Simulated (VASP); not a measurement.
PbO, 8 atoms in the cell. The structure is orthorhombic, space group Pbcm (No. 57). The conventional cell has a = 5.931 Å, b = 5.501 Å, c = 4.708 Å, α = 90.00°, β = 90.00°, γ = 90.00°. Within 2.9 Å of Pb (site symmetry m) lie 4 O at 2.23 to 2.46 Å. O (site symmetry m) has 4 Pb at 2.23 to 2.46 Å and 6 O at 2.92 to 3.17 Å within 3.2 Å. 

| Item | Value |
| --- | --- |
| Program | VASP 6.6.1 |
| Task | single point |
| Functional | PBE |
| Potentials or basis | VASP PAW PBE potentials, release 64 (Pb_d, O) |
| Cutoff | 520 eV |
| k mesh | 4 × 6 × 6 |
| Occupations | fermi-dirac, width 0.02 eV |
| Spin | no spin polarisation |
| Dipole correction | no |
| Further INCAR settings | ALGO = Normal; EDIFF = 1e-07; NBANDS = 50 |

Potentials or basis: VASP PAW PBE potentials, release 64 (Pb_d, O).

Command:

```console
$ cat potpaw_PBE.64/Pb_d/POTCAR potpaw_PBE.64/O/POTCAR > POTCAR
$ mpirun -np 1 vasp_std > vasp.out
```

Hardware: 1 thread of Intel(R) Xeon(R) Platinum 8559C (Emerald Rapids), with other jobs on the host.

Problem. Estimate the wall time of this run.

Solution. Run time: 7 min on 1 thread of Intel(R) Xeon(R) Platinum 8559C (Emerald Rapids) (shared host), peak memory 0.42 GiB. Counts: scf iterations 19, k points 48.
